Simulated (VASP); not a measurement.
# Be2C (Fm-3m) in VASP: further runs

Runs on Be2C. Level: PBE. Tasks: single point.

All numbers are computed with VASP 6.6.1; they aren't measurements. Logs are shortened: lines on timing, memory, paths and dates and some standing lists are left out, and cuts for length are marked.

### 1 The cell of the first run

It takes space group Fm-3m (No. 225, cubic). The conventional cell has a = 4.321 Å, b = 4.321 Å, c = 4.321 Å, α = 90.00°, β = 90.00°, γ = 90.00°. C (site symmetry m-3m) has 8 Be at 1.87 Å within 2.5 Å. Within 2.5 Å of Be (site symmetry -43m) lie 4 C at 1.87 Å and 6 Be at 2.16 Å.

### 2 Single point, PBE

File INCAR:

```
SYSTEM = Be2C
PREC = Accurate
ENCUT = 600
EDIFF = 1E-6
ISMEAR = 0
SIGMA = 0.01
LREAL = .FALSE.
LASPH = .TRUE.
NELM = 120
ALGO = Normal
ISIF = 2
LWAVE = .FALSE.
LCHARG = .FALSE.
GGA = PE
NBANDS = 11
GGA_COMPAT = .FALSE.
```

File KPOINTS:

```
Automatic mesh
0
G
  6 6 6
  0 0 0
```

File POSCAR:

```
Be2C
1.0
    0.0000000000      2.1604856385      2.1604856385
    2.1604856385      0.0000000000      2.1604856385
    2.1604856385      2.1604856385      0.0000000000
C Be
1 2
Direct
    0.0000000000      0.0000000000      0.0000000000
    0.2500000000      0.2500000000      0.2500000000
    0.7500000000      0.7500000000      0.7500000000
```

Potentials or basis: VASP PAW PBE potentials, release 64 (C, Be).

On the command line:

```
cat potpaw_PBE.64/C/POTCAR potpaw_PBE.64/Be/POTCAR > POTCAR
mpirun -np 1 vasp_std > vasp.out
```

OUTCAR:

```text
SYSTEM = Be2C
   PREC = Accurate
   ENCUT = 600
   EDIFF = 1E-6
   ISMEAR = 0
   LREAL = .FALSE.
   LASPH = .TRUE.
   NELM = 120
   ISIF = 2
   GGA = PE

 ion  position               nearest neighbor table
   1  0.000  0.000  0.000-   3 1.87   3 1.87   3 1.87   2 1.87   3 1.87   2 1.87   2 1.87   2 1.87

   2  0.250  0.250  0.250-   1 1.87   1 1.87   1 1.87   1 1.87   3 2.16   3 2.16   3 2.16   3 2.16
                             3 2.16   3 2.16
   3  0.750  0.750  0.750-   1 1.87   1 1.87   1 1.87   1 1.87   2 2.16   2 2.16   2 2.16   2 2.16
                             2 2.16   2 2.16

  LATTYP: Found a face centered cubic cell.
 ALAT       =     4.3209712770

  Lattice vectors:

 A1 = (   0.0000000000,   2.1604856385,   2.1604856385)
 A2 = (   2.1604856385,   0.0000000000,   2.1604856385)
 A3 = (   2.1604856385,   2.1604856385,   0.0000000000)

Analysis of symmetry for initial positions (statically):
=====================================================================
 Subroutine PRICEL returns:
 Original cell was already a primitive cell.

 Routine SETGRP: Setting up the symmetry group for a
 face centered cubic supercell.

 Subroutine GETGRP returns: Found 48 space group operations
 (whereof 48 operations were pure point group operations)
 out of a pool of 48 trial point group operations.

The static configuration has the point symmetry O_h .

Analysis of symmetry for dynamics (positions and initial velocities):
=====================================================================
 Subroutine PRICEL returns:
 Original cell was already a primitive cell.

 Routine SETGRP: Setting up the symmetry group for a
 face centered cubic supercell.

 Subroutine GETGRP returns: Found 48 space group operations
 (whereof 48 operations were pure point group operations)
 out of a pool of 48 trial point group operations.

The dynamic configuration has the point symmetry O_h .

 Subroutine INISYM returns: Found 48 space group operations
 (whereof 48 operations are pure point group operations),
 and found     1 'primitive' translations

----------------------------------------------------------------------------------------

                                     Primitive cell

  volume of cell :      20.1690

  direct lattice vectors                    reciprocal lattice vectors
     0.000000000  2.160485638  2.160485638    -0.231429449  0.231429449  0.231429449
     2.160485638  0.000000000  2.160485638     0.231429449 -0.231429449  0.231429449
     2.160485638  2.160485638  0.000000000     0.231429449  0.231429449 -0.231429449

  length of vectors
     3.055388091  3.055388091  3.055388091     0.400847563  0.400847563  0.400847563

  position of ions in fractional coordinates (direct lattice)
     0.000000000  0.000000000  0.000000000
     0.250000000  0.250000000  0.250000000
     0.750000000  0.750000000  0.750000000

  ion indices of the primitive-cell ions
   primitive index   ion index
                 1           1
                 2           2
                 3           3

----------------------------------------------------------------------------------------

 KPOINTS: Automatic mesh

Automatic generation of k-mesh.
 Grid dimensions read from file:
 generate k-points for:    6    6    6

 Generating k-lattice:

  Cartesian coordinates                     Fractional coordinates (reciprocal lattice)
    -0.038571575  0.038571575  0.038571575     0.166666667  0.000000000  0.000000000
     0.038571575 -0.038571575  0.038571575     0.000000000  0.166666667  0.000000000
     0.038571575  0.038571575 -0.038571575     0.000000000  0.000000000  0.166666667

  Length of vectors
     0.066807927  0.066807927  0.066807927

  Shift w.r.t. Gamma in fractional coordinates (k-lattice)
     0.000000000  0.000000000  0.000000000

 Subroutine IBZKPT returns following result:
 ===========================================

 Found     16 irreducible k-points:

 Following reciprocal coordinates:
            Coordinates               Weight
  0.000000  0.000000  0.000000      1.000000
  0.166667  0.000000  0.000000      8.000000
  0.333333  0.000000  0.000000      8.000000
  0.500000  0.000000  0.000000      4.000000
  0.166667  0.166667  0.000000      6.000000
  0.333333  0.166667  0.000000     24.000000
[... 8 lines left out ...]
 -0.333333  0.333333  0.166667     24.000000
 -0.333333  0.500000  0.166667     12.000000
   k-points           NKPTS =     16   k-points in BZ     NKDIM =     16   number of bands    NBANDS=     11
   number of dos      NEDOS =    301   number of ions     NIONS =      3
   total plane-waves  NPLWV =  13824
   dimension x,y,z NGX =    24 NGY =   24 NGZ =   24
   dimension x,y,z NGXF=    48 NGYF=   48 NGZF=   48
   ions per type =               1   2
   NGX,Y,Z   is equivalent  to a cutoff of  13.06, 13.06, 13.06 a.u.
   NGXF,Y,Z  is equivalent  to a cutoff of  26.12, 26.12, 26.12 a.u.
 SYSTEM =  Be2C
   PREC   = accura    normal or accurate (medium, high low for compatibility)
   ISTART =      0    job   : 0-new  1-cont  2-samecut
   ICHARG =      2    charge: 1-file 2-atom 10-const
   ISPIN  =      1    spin polarized calculation?
   LNONCOLLINEAR =      F non collinear calculations
   LSORBIT =      F    spin-orbit coupling
   LASPH  =      T    aspherical Exc in radial PAW
   ENCUT  =  600.0 eV  44.10 Ry    6.64 a.u.   6.10  6.10  6.10*2*pi/ulx,y,z
   NELM   =    120;   NELMIN=  2; NELMDL= -5     # of ELM steps
   EDIFF  = 0.1E-05   stopping-criterion for ELM
   LREAL  =      F    real-space projection
   EDIFFG = 0.1E-04   stopping-criterion for IOM
   NSW    =      0    number of steps for IOM
   IBRION =     -1    ionic relax: 0-MD 1-quasi-New 2-CG
   NFREE  =      0    steps in history (QN), initial steepest desc. (CG)
   ISIF   =      2    stress and relaxation
   ISYM   =      2    0-nonsym 1-usesym 2-fastsym
   POTIM  = 0.5000    time-step for ionic-motion
   TEBEG  =    0.0;   TEEND  =   0.0 temperature during run
   PSTRESS=    0.0 pullay stress
   NELECT =       8.0000    total number of electrons
   NUPDOWN=      -1.0000    fix difference up-down
   EMIN   =  10.00;   EMAX   =-10.00  energy-range for DOS
   EFERMI =   0.00;   METHOD = LEGACY
   ISMEAR =     0;   SIGMA  =   0.01  broadening in eV -4-tet -1-fermi 0-gaus
   EFERMI_NEDOS =   21; number of points for ismear=-14 and -15
   IALGO  =     38    algorithm
   IMIX   =      4    mixing-type and parameters
     AMIX     =   0.40;   BMIX     =  1.00
     AMIX_MAG =   1.60;   BMIX_MAG =  1.00
  volume/ion in A,a.u.               =       6.72        45.37
  Fermi-wavevector in a.u.,A,eV,Ry     =   1.202846  2.273050 19.685440  1.446839
  Thomas-Fermi vector in A             =   2.338616
   LORBIT       =      0    0 simple, 1 ext, 2 COOP (PROOUT), +10 PAW based schemes
   GGA     = PE    functional components
   LHFCALC =     F    Hartree Fock is set to
   AEXX    =    0.0000 exact exchange contribution
   IVDW    =     0    specifies the selected vdW correction
   LEPSILON=     F    determine dielectric tensor
   LRPA    =     F    only Hartree local field effects (RPA)
 non-spin polarized calculation
 Gauss-broadening in eV      SIGMA  =   0.01
  energy-cutoff  :      600.00
  volume of cell :       20.17
 maximum number of plane-waves:       692
   NGX = 13   NGY = 13   NGZ = 13

 number of electron       8.0000000 magnetization

 Free energy of the ion-electron system (eV)
  ---------------------------------------------------
  ext. energy  EPLUGINS =         0.00000000
  ---------------------------------------------------
  free energy    TOTEN  =       -17.45045114 eV

  energy without entropy =      -17.45045114  energy(sigma->0) =      -17.45045114

 E-fermi :   7.8976     XC(G=0): -11.4602

 val. band max:        7.7877750192   @ k =   0.0000   0.0000   0.0000
 cond. band min:       8.9452550036   @ k =   0.5000   0.5000   0.0000
 fundamental gap:      1.1574799844
 Fermi energy:         7.8976341248

 k-point     1 :       0.0000    0.0000    0.0000
  band No.  band energies     occupation
      1      -7.2954      2.00000
      2       7.7878      2.00000
      3       7.7878      2.00000
      4       7.7878      2.00000
      5      11.9235      0.00000
      6      11.9235      0.00000
      7      11.9235      0.00000
      8      14.6005      0.00000
      9      20.9978      0.00000
     10      20.9978      0.00000
     11      20.9978      0.00000

 k-point     2 :       0.1667    0.0000    0.0000
  band No.  band energies     occupation
      1      -6.8529      2.00000
      2       4.9182      2.00000
      3       7.0920      2.00000
      4       7.0920      2.00000
      5      12.8996      0.00000
      6      12.8996      0.00000
      7      13.4225      0.00000
      8      15.6021      0.00000
      9      19.1901      0.00000
     10      19.1901      0.00000
     11      22.0487      0.00000

 k-point     3 :       0.3333    0.0000    0.0000
  band No.  band energies     occupation
      1      -5.5997      2.00000
      2       1.1234      2.00000
      3       6.2476      2.00000
      4       6.2476      2.00000
      5      13.1746      0.00000
      6      13.1746      0.00000
      7      14.4410      0.00000
      8      17.0951      0.00000
      9      20.0906      0.00000
     10      20.0906      0.00000
     11      24.0738      0.00000
[... 155 lines left out ...]
 k-point    15 :      -0.3333    0.3333    0.1667
  band No.  band energies     occupation
      1      -3.6790      2.00000
      2       0.2345      2.00000
      3       2.7405      2.00000
      4       3.4762      2.00000
      5      13.1800      0.00000
      6      14.9874      0.00000
      7      18.0563      0.00000
      8      18.6776      0.00000
      9      19.6514      0.00000
     10      21.8250      0.00000
     11      25.6911      0.00000

 k-point    16 :      -0.3333    0.5000    0.1667
  band No.  band energies     occupation
      1      -3.4279      2.00000
      2       1.4000      2.00000
      3       1.8295      2.00000
      4       2.3938      2.00000
      5      11.8183      0.00000
      6      15.3757      0.00000
      7      17.7957      0.00000
      8      19.7450      0.00000
      9      21.6451      0.00000
     10      22.9425      0.00000
     11      24.5956      0.00000

------------------------ aborting loop because EDIFF is reached ----------------------------------------

  FORCE on cell =-STRESS in cart. coord.  units (eV):
  Direction    XX          YY          ZZ          XY          YZ          ZX
  --------------------------------------------------------------------------------------
  -------------------------------------------------------------------------------------
  Total        0.1626910      0.1626910      0.1626910     -0.0000000      0.0000000     -0.0000000
  in kB       12.9237909     12.9237909     12.9237909     -0.0000000      0.0000000     -0.0000000
  external PRESSURE =      12.9237909 kB  Pullay stress =       0.0000000 kB

 VOLUME and BASIS-vectors are now :
 -----------------------------------------------------------------------------
  energy-cutoff  :      600.00
  volume of cell :       20.17
      direct lattice vectors                 reciprocal lattice vectors
     0.000000000  2.160485638  2.160485638    -0.231429449  0.231429449  0.231429449
     2.160485638  0.000000000  2.160485638     0.231429449 -0.231429449  0.231429449
     2.160485638  2.160485638  0.000000000     0.231429449  0.231429449 -0.231429449

 POSITION                                       TOTAL-FORCE (eV/Angst)
 -----------------------------------------------------------------------------------
      0.00000      0.00000      0.00000        -0.000000      0.000000     -0.000000
      1.08024      1.08024      1.08024         0.000000      0.000000      0.000000
      3.24073      3.24073      3.24073        -0.000000     -0.000000     -0.000000
 -----------------------------------------------------------------------------------
    total drift:                               -0.000000      0.000000     -0.000000

  FREE ENERGIE OF THE ION-ELECTRON SYSTEM (eV)
  ---------------------------------------------------
  free  energy   TOTEN  =       -17.4504511404 eV

  energy  without entropy=      -17.4504511404  energy(sigma->0) =      -17.45045114
```

Run time: 4 s. Hardware: 1 thread of Intel Xeon 8259CL, shared host; peak memory 0.13 GiB.

Results:

- Free energy: -17.4505 eV
- Pressure: 1.3 GPa
- Band gap on the k mesh: 1.16 eV (least direct gap 4.14 eV)

A k mesh can miss the band edges.

### 3 Single point, PBE

File INCAR:

```
SYSTEM = Be2C
ALGO     = Normal         ! electronic algorithm
EDIFF    = 1E-6           ! SCF threshold, eV
ENCUT    = 600            ! plane-wave cutoff, eV
GGA      = PE             ! functional
GGA_COMPAT= .FALSE.      
ISIF     = 2              ! what is computed and relaxed
ISMEAR   = 0              ! smearing method
LASPH    = .TRUE.         ! aspherical terms in the spheres
LCHARG   = .FALSE.        ! write CHGCAR
LREAL    = .FALSE.        ! projectors in reciprocal space
LWAVE    = .FALSE.        ! write WAVECAR
NBANDS   = 11             ! bands
NELM     = 120            ! most SCF steps
PREC     = Accurate       ! precision mode
SIGMA    = 0.01           ! smearing width, eV
```

File KPOINTS:

```
k-points
0
G
  8 8 8
  0 0 0
```

POSCAR is that of step 2.

Potentials or basis: VASP PAW PBE potentials, release 64 (C, Be).

On the command line:

```
cat potpaw_PBE.64/C/POTCAR potpaw_PBE.64/Be/POTCAR > POTCAR
mpirun -np 1 vasp_std > vasp.out
```

Run time: 7 s. Hardware: 1 thread of Intel Xeon 8259CL, shared host; peak memory 0.13 GiB.

It converged, with:

```yaml
Free_energy: -17.4559 eV
Pressure: 1.3 GPa
Band_gap_on_the_k_mesh: 1.16 eV (least direct gap 4.14 eV)
```

Levels at points of the mesh, in eV from the valence-band top:
```
           k point  band 2  band 3  band 4  band 5  band 6  band 7
(0.00, 0.00, 0.00)    0.00    0.00    0.00    4.14    4.14    4.14
(0.50, 0.00, 0.00)   -8.76   -1.84   -1.84    5.02    5.02    7.07
(0.50, 0.50, 0.00)   -6.79   -4.75   -4.75    1.16    5.77   13.31
```

A k mesh can miss the band edges.
